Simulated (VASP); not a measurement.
Write the native input for VASP 6.6.1 that does the following.

```yaml
Task: relaxation of cell and atoms
Functional: PBE
Dispersion: D3(BJ)
Potentials_or_basis: VASP PAW PBE potentials, release 64 (Ag, O)
Cutoff: 600 eV
k_mesh: 8 × 8 × 8
Occupations: gaussian, width 0.1 eV
Spin: no spin polarisation
Dipole_correction: no
Further_INCAR_settings: ALGO = Normal; EDIFF = 1e-07; IBRION = 2; EDIFFG = -0.005; NSW = 70; ISIF = 3
```

The structure of Ag2O lies in POSCAR:

```
Ag2O
1.0
    4.8119826548      0.0000000000      0.0000000000
    0.0000000000      4.8119826548      0.0000000000
    0.0000000000      0.0000000000      4.8119826548
Ag O
4 2
Direct
    0.2500000000      0.2500000000      0.2500000000
    0.2500000000      0.7500000000      0.7500000000
    0.7500000000      0.7500000000      0.2500000000
    0.7500000000      0.2500000000      0.7500000000
    0.0000000000      0.0000000000      0.0000000000
    0.5000000000      0.5000000000      0.5000000000
```

The input as run:

INCAR

```
ALGO = Normal ; EDIFF = 1E-7
EDIFFG = -0.005 ; ENCUT = 600
GGA = PE ; GGA_COMPAT = False
IBRION = 2 ; ISIF = 3
ISMEAR = 0 ; IVDW = 12
LASPH = True ; LCHARG = False
LREAL = False ; LWAVE = False
NELM = 120 ; NELMIN = 4
NSW = 70 ; PREC = Accurate
SIGMA = 0.1
```

KPOINTS

```
k-points
0
Gamma
  8 8 8
```

Potentials or basis: VASP PAW PBE potentials, release 64 (Ag, O).

Command:

```bash
$ cat potpaw_PBE.64/Ag/POTCAR potpaw_PBE.64/O/POTCAR > POTCAR
$ mpirun -np 1 vasp_std > vasp.out
```

Results of the run:

```
Relaxed volume                        : 17.87 Å³/atom
Relaxed cell                          : a = 4.750 Å, b = 4.750 Å, c = 4.750 Å, α = 90.00°, β = 90.00°, γ = 90.00°
Space group after relaxing (to 0.1 Å) : Pn-3m (No. 224)
Energy gained by relaxing             : 6.3 meV/atom
Ionic steps                           : 3
Pressure after relaxing               : 0.0 GPa
Band gap on the k mesh                : 0.01 eV
Dispersion energy per atom            : -0.316 eV
```

Caveat: the smearing spreads over this small gap; semilocal functionals underestimate gaps, and a narrow one can read as zero.

Wall time 11 min on 1 thread of Oxide Virtual Turin-like Processor (shared host), peak memory 0.31 GiB.
